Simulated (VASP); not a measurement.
# Ru (P6_3/mmc) in VASP: single point with PBE

Aim: the single point of Ru with PBE.

Everything below comes from runs of VASP 6.6.1. Logs are shortened: lines on timing, memory, paths and dates and some standing lists are left out, and cuts for length are marked.

## (1) The cell of the first run

The structure is hexagonal, space group P6_3/mmc (No. 194). Conventional cell: a = 2.719 Å, b = 2.719 Å, c = 4.296 Å, α = 90.00°, β = 90.00°, γ = 120.00°. Within 3.5 Å of Ru (site symmetry -6m2) lie 12 Ru at 2.66 to 2.72 Å.

## (2) Single point, PBE

The input, INCAR:

```
SYSTEM = Ru
ALGO = Normal ; EDIFF = 1E-7
ENCUT = 520 ; GGA = PE
ISIF = 2 ; ISMEAR = 0
LASPH = .TRUE. ; LCHARG = .TRUE.
LELF = .TRUE. ; LREAL = .FALSE.
LVHAR = .TRUE. ; LWAVE = .FALSE.
NBANDS = 21 ; NELM = 60
PREC = Accurate ; SIGMA = 0.05
```

The input, KPOINTS:

```
k-points
0
G
  8 8 6
  0 0 0
```

The input, POSCAR:

```
Ru
1.0
    2.7193934962      0.0000000000      0.0000000000
   -1.3596967481      2.3550638506      0.0000000000
    0.0000000000      0.0000000000      4.2960585134
Ru
2
Direct
    0.3333333333      0.6666666667      0.7500000000
    0.6666666667      0.3333333333      0.2500000000
```

Potentials or basis: VASP PAW PBE potentials, release 64 (Ru_pv).

Started as:

```
$ cat potpaw_PBE.64/Ru_pv/POTCAR > POTCAR
$ mpirun -np 1 vasp_std > vasp.out
```

OUTCAR:

```text
SYSTEM = Ru
   EDIFF = 1E-7
   ENCUT = 520
   GGA = PE
   ISIF = 2
   ISMEAR = 0
   LASPH = .TRUE.
   LREAL = .FALSE.
   NELM = 60
   PREC = Accurate

 ion  position               nearest neighbor table
   1  0.333  0.667  0.750-   2 2.66   2 2.66   2 2.66   2 2.66   2 2.66   2 2.66
   2  0.667  0.333  0.250-   1 2.66   1 2.66   1 2.66   1 2.66   1 2.66   1 2.66

  LATTYP: Found a hexagonal cell.
 ALAT       =     2.7193934962
 C/A-ratio  =     1.5797855365

  Lattice vectors:

 A1 = (   2.7193934962,   0.0000000000,   0.0000000000)
 A2 = (  -1.3596967481,   2.3550638506,   0.0000000000)
 A3 = (   0.0000000000,   0.0000000000,   4.2960585134)

Analysis of symmetry for initial positions (statically):
=====================================================================
 Subroutine PRICEL returns:
 Original cell was already a primitive cell.

 Routine SETGRP: Setting up the symmetry group for a
 hexagonal supercell.

 Subroutine GETGRP returns: Found 24 space group operations
 (whereof 12 operations were pure point group operations)
 out of a pool of 24 trial point group operations.

The static configuration has the point symmetry D_3d.
 The point group associated with its full space group is D_6h.

Analysis of symmetry for dynamics (positions and initial velocities):
=====================================================================
 Subroutine PRICEL returns:
 Original cell was already a primitive cell.

 Routine SETGRP: Setting up the symmetry group for a
 hexagonal supercell.

 Subroutine GETGRP returns: Found 24 space group operations
 (whereof 12 operations were pure point group operations)
 out of a pool of 24 trial point group operations.

The dynamic configuration has the point symmetry D_3d.
 The point group associated with its full space group is D_6h.

 Subroutine INISYM returns: Found 24 space group operations
 (whereof 12 operations are pure point group operations),
 and found     1 'primitive' translations

----------------------------------------------------------------------------------------

                                     Primitive cell

  volume of cell :      27.5134

  direct lattice vectors                    reciprocal lattice vectors
     2.719393496  0.000000000  0.000000000     0.367729055  0.212308469  0.000000000
    -1.359696748  2.355063851  0.000000000     0.000000000  0.424616938  0.000000000
     0.000000000  0.000000000  4.296058513     0.000000000  0.000000000  0.232771504

  length of vectors
     2.719393496  2.719393496  4.296058513     0.424616938  0.424616938  0.232771504

  position of ions in fractional coordinates (direct lattice)
     0.333333333  0.666666667  0.750000000
     0.666666667  0.333333333  0.250000000

  ion indices of the primitive-cell ions
   primitive index   ion index
                 1           1
                 2           2

----------------------------------------------------------------------------------------

 KPOINTS: k-points

Automatic generation of k-mesh.
 Grid dimensions read from file:
 generate k-points for:    8    8    6

 Generating k-lattice:

  Cartesian coordinates                     Fractional coordinates (reciprocal lattice)
     0.045966132  0.026538559  0.000000000     0.125000000  0.000000000  0.000000000
     0.000000000  0.053077117  0.000000000     0.000000000  0.125000000  0.000000000
     0.000000000  0.000000000  0.038795251     0.000000000  0.000000000  0.166666667

  Length of vectors
     0.053077117  0.053077117  0.038795251

  Shift w.r.t. Gamma in fractional coordinates (k-lattice)
     0.000000000  0.000000000  0.000000000

 Subroutine IBZKPT returns following result:
 ===========================================

 Found     40 irreducible k-points:

 Following reciprocal coordinates:
            Coordinates               Weight
  0.000000  0.000000  0.000000      1.000000
  0.125000  0.000000  0.000000      6.000000
  0.250000  0.000000  0.000000      6.000000
  0.375000  0.000000  0.000000      6.000000
  0.500000  0.000000  0.000000      3.000000
  0.125000  0.125000  0.000000      6.000000
[... 16 lines left out ...]
  0.250000  0.000000  0.333333     12.000000
  0.375000  0.000000  0.333333     12.000000
 [... further k-points ...]
   k-points           NKPTS =     40   k-points in BZ     NKDIM =     40   number of bands    NBANDS=     21
   number of dos      NEDOS =    301   number of ions     NIONS =      2
   total plane-waves  NPLWV =  12800
   dimension x,y,z NGX =    20 NGY =   20 NGZ =   32
   dimension x,y,z NGXF=    40 NGYF=   40 NGZF=   64
   ions per type =               2
   NGX,Y,Z   is equivalent  to a cutoff of  12.23, 12.23, 12.38 a.u.
   NGXF,Y,Z  is equivalent  to a cutoff of  24.45, 24.45, 24.77 a.u.
 SYSTEM =  Ru
   PREC   = accura    normal or accurate (medium, high low for compatibility)
   ISTART =      0    job   : 0-new  1-cont  2-samecut
   ICHARG =      2    charge: 1-file 2-atom 10-const
   ISPIN  =      1    spin polarized calculation?
   LNONCOLLINEAR =      F non collinear calculations
   LSORBIT =      F    spin-orbit coupling
   LASPH  =      T    aspherical Exc in radial PAW
   ENCUT  =  520.0 eV  38.22 Ry    6.18 a.u.   5.06  5.06  7.99*2*pi/ulx,y,z
   NELM   =     60;   NELMIN=  2; NELMDL= -5     # of ELM steps
   EDIFF  = 0.1E-06   stopping-criterion for ELM
   LREAL  =      F    real-space projection
   EDIFFG = 0.1E-05   stopping-criterion for IOM
   NSW    =      0    number of steps for IOM
   IBRION =     -1    ionic relax: 0-MD 1-quasi-New 2-CG
   NFREE  =      0    steps in history (QN), initial steepest desc. (CG)
   ISIF   =      2    stress and relaxation
   ISYM   =      2    0-nonsym 1-usesym 2-fastsym
   POTIM  = 0.5000    time-step for ionic-motion
   TEBEG  =    0.0;   TEEND  =   0.0 temperature during run
   PSTRESS=    0.0 pullay stress
   NELECT =      28.0000    total number of electrons
   NUPDOWN=      -1.0000    fix difference up-down
   EMIN   =  10.00;   EMAX   =-10.00  energy-range for DOS
   EFERMI =   0.00;   METHOD = LEGACY
   ISMEAR =     0;   SIGMA  =   0.05  broadening in eV -4-tet -1-fermi 0-gaus
   EFERMI_NEDOS =   21; number of points for ismear=-14 and -15
   IALGO  =     38    algorithm
   IMIX   =      4    mixing-type and parameters
     AMIX     =   0.40;   BMIX     =  1.00
     AMIX_MAG =   1.60;   BMIX_MAG =  1.00
  volume/ion in A,a.u.               =      13.76        92.83
  Fermi-wavevector in a.u.,A,eV,Ry     =   1.646693  3.111798 36.893510  2.711596
  Thomas-Fermi vector in A             =   2.736278
   LORBIT       =      0    0 simple, 1 ext, 2 COOP (PROOUT), +10 PAW based schemes
   GGA     = PE    functional components
   LHFCALC =     F    Hartree Fock is set to
   AEXX    =    0.0000 exact exchange contribution
   IVDW    =     0    specifies the selected vdW correction
   LEPSILON=     F    determine dielectric tensor
   LRPA    =     F    only Hartree local field effects (RPA)
 non-spin polarized calculation
 Gauss-broadening in eV      SIGMA  =   0.05
  energy-cutoff  :      520.00
  volume of cell :       27.51
 maximum number of plane-waves:       756
   NGX = 11   NGY = 11   NGZ = 15

 number of electron      28.0000013 magnetization

 Free energy of the ion-electron system (eV)
  ---------------------------------------------------
  ext. energy  EPLUGINS =         0.00000000
  ---------------------------------------------------
  free energy    TOTEN  =       -18.48348579 eV

  energy without entropy =      -18.47947335  energy(sigma->0) =      -18.48147957

 E-fermi :  12.5433     XC(G=0): -14.0366

 val. band max:       12.5266860569   @ k =   0.3750   0.0000   0.3333
 cond. band min:      12.5527148360   @ k =   0.1250   0.1250   0.3333
 fundamental gap:      0.0260287791
 Fermi energy:        12.5432767135

 k-point     1 :       0.0000    0.0000    0.0000
  band No.  band energies     occupation
      1     -30.9994      2.00000
      2     -30.0940      2.00000
      3     -30.0940      2.00000
      4     -29.9292      2.00000
      5     -29.9292      2.00000
      6     -29.9004      2.00000
[... 13 lines left out ...]
     20      23.0576      0.00000
     21      23.0721      0.00000

 k-point     2 :       0.1250    0.0000    0.0000
  band No.  band energies     occupation
      1     -30.9492      2.00000
      2     -30.1980      2.00000
      3     -30.1289      2.00000
      4     -30.0370      2.00000
      5     -29.9438      2.00000
      6     -29.9243      2.00000
[... 13 lines left out ...]
     20      23.0577      0.00000
     21      23.0684      0.00000

 k-point     3 :       0.2500    0.0000    0.0000
  band No.  band energies     occupation
      1     -30.8140      2.00000
      2     -30.4492      2.00000
      3     -30.2873      2.00000
      4     -30.2087      2.00000
      5     -29.9960      2.00000
      6     -29.9826      2.00000
[... 13 lines left out ...]
     20      23.0575      0.00000
     21      23.0631      0.00000

 k-point     4 :       0.3750    0.0000    0.0000
  band No.  band energies     occupation
      1     -30.7002      2.00000
      2     -30.6405      2.00000
      3     -30.5249      2.00000
      4     -30.2843      2.00000
      5     -30.1055      2.00000
      6     -30.0244      2.00000
[... 13 lines left out ...]
     20      23.0427      0.00000
     21      23.0575      0.00000

 k-point     5 :       0.5000    0.0000    0.0000
  band No.  band energies     occupation
      1     -30.8038      2.00000
      2     -30.6201      2.00000
      3     -30.5380      2.00000
      4     -30.3148      2.00000
      5     -30.1815      2.00000
      6     -30.0422      2.00000
[... 13 lines left out ...]
     20      23.0567      0.00000
     21      23.5760      0.00000
[... 382 lines left out ...]
     20      23.0575      0.00000
     21      26.7266      0.00000

 k-point    22 :       0.1250    0.0000    0.3333
  band No.  band energies     occupation
      1     -30.7220      2.00000
      2     -30.2576      2.00000
      3     -30.1361      2.00000
      4     -30.0830      2.00000
      5     -30.0104      2.00000
      6     -29.9904      2.00000
[... 13 lines left out ...]
     20      23.0575      0.00000
     21      26.6452      0.00000

 k-point    23 :       0.2500    0.0000    0.3333
  band No.  band energies     occupation
      1     -30.7284      2.00000
      2     -30.4780      2.00000
      3     -30.2853      2.00000
      4     -30.1528      2.00000
      5     -30.0598      2.00000
      6     -30.0397      2.00000
[... 13 lines left out ...]
     20      23.0575      0.00000
     21      26.3626      0.00000

 k-point    24 :       0.3750    0.0000    0.3333
  band No.  band energies     occupation
      1     -30.8367      2.00000
      2     -30.7082      2.00000
      3     -30.3172      2.00000
      4     -30.2202      2.00000
      5     -30.1023      2.00000
      6     -30.0902      2.00000
[... 13 lines left out ...]
     20      23.0571      0.00000
     21      24.0037      0.00000

 [... further k-points ...]
[... 5 lines left out ...]
  --------------------------------------------------------------------------------------
  -------------------------------------------------------------------------------------
  Total       -0.0224332     -0.0224332     -0.0129144      0.0000000      0.0000000      0.0000000
  in kB       -1.3063396     -1.3063396     -0.7520375      0.0000000      0.0000000      0.0000000
  external PRESSURE =      -1.1215722 kB  Pullay stress =       0.0000000 kB

 VOLUME and BASIS-vectors are now :
 -----------------------------------------------------------------------------
  energy-cutoff  :      520.00
  volume of cell :       27.51
      direct lattice vectors                 reciprocal lattice vectors
     2.719393496  0.000000000  0.000000000     0.367729055  0.212308469  0.000000000
    -1.359696748  2.355063851  0.000000000     0.000000000  0.424616938  0.000000000
     0.000000000  0.000000000  4.296058513     0.000000000  0.000000000  0.232771504

 POSITION                                       TOTAL-FORCE (eV/Angst)
 -----------------------------------------------------------------------------------
     -0.00000      1.57004      3.22204        -0.000000      0.000000      0.000000
      1.35970      0.78502      1.07401         0.000000     -0.000000      0.000000
 -----------------------------------------------------------------------------------
    total drift:                               -0.000000      0.000000     -0.000000

  FREE ENERGIE OF THE ION-ELECTRON SYSTEM (eV)
  ---------------------------------------------------
  free  energy   TOTEN  =       -18.4834857904 eV

  energy  without entropy=      -18.4794733495  energy(sigma->0) =      -18.48147957
```

Run time: 14 s. Hardware: 1 thread of Intel Xeon Platinum 8488C (Sapphire Rapids), shared host; peak memory 0.14 GiB.

What came out:

```yaml
Free_energy: -18.4835 eV
Pressure: -0.1 GPa
Band_gap_on_the_k_mesh: zero (band 14 reaches 14.17 eV, above the bottom of band 15 at 11.15 eV)
```
